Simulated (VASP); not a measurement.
Set up this calculation in VASP 6.6.1, as the native input.

| Item | Value |
| --- | --- |
| Task | single point |
| Functional | PBEsol |
| Potentials or basis | VASP PAW PBE potentials, release 64 (K_sv, Mg, F) |
| Cutoff | 520 eV |
| k mesh | 6 × 6 × 6 |
| Occupations | gaussian, width 0.05 eV |
| Spin | no spin polarisation |
| Dipole correction | no |
| Further INCAR settings | ALGO = Normal; EDIFF = 1e-06; NBANDS = 24 |

The structure of KMgF3 lies in POSCAR:

```
KMgF3
1.0
    4.1054770000      0.0000000000      0.0000000000
    0.0000000000      4.1054770000      0.0000000000
    0.0000000000      0.0000000000      4.1054770000
K Mg F
1 1 3
Direct
    0.5000000000      0.5000000000      0.5000000000
    0.0000000000      0.0000000000      0.0000000000
    0.5000000000      0.0000000000      0.0000000000
    0.0000000000      0.5000000000      0.0000000000
    0.0000000000      0.0000000000      0.5000000000
```

This cell differs from its parent crystal: strain +0.030 along x and y, +0.030 along z.

One way to write it, as run:

INCAR

```
SYSTEM = KMgF3
PREC     = Accurate       ! precision mode
ENCUT    = 520            ! plane-wave cutoff, eV
EDIFF    = 1E-6           ! SCF threshold, eV
ISMEAR   = 0              ! smearing method
SIGMA    = 0.05           ! smearing width, eV
LREAL    = .FALSE.        ! projectors in reciprocal space
LASPH    = .TRUE.         ! aspherical terms in the spheres
NELM     = 60             ! most SCF steps
ALGO     = Normal         ! electronic algorithm
ISIF     = 2              ! what is computed and relaxed
LWAVE    = .FALSE.        ! write WAVECAR
LCHARG   = .FALSE.        ! write CHGCAR
GGA      = PS             ! functional
NBANDS   = 24             ! bands
```

KPOINTS

```
regular mesh
0
G
  6 6 6
  0 0 0
```

Potentials or basis: VASP PAW PBE potentials, release 64 (K_sv, Mg, F).

Run with:

```console
$ cat potpaw_PBE.64/K_sv/POTCAR potpaw_PBE.64/Mg/POTCAR potpaw_PBE.64/F/POTCAR > POTCAR
$ mpirun -np 1 vasp_std > vasp.out
```

Results of the run:

```yaml
Pressure: -5.5 GPa
Band_gap_on_the_k_mesh: 6.50 eV (least direct gap 6.82 eV)
```

Caveat: the cell differs from its parent crystal (strain +0.030 along x and y, +0.030 along z); the cell stands under tension; the PAW data sets were made with another functional, which shifts forces and pressure a little.

Run time: 35 s on 1 thread of Intel(R) Xeon(R) Platinum 8259CL CPU @ 2.50GHz (Skylake/Cascade Lake) (shared host), peak memory 0.19 GiB.
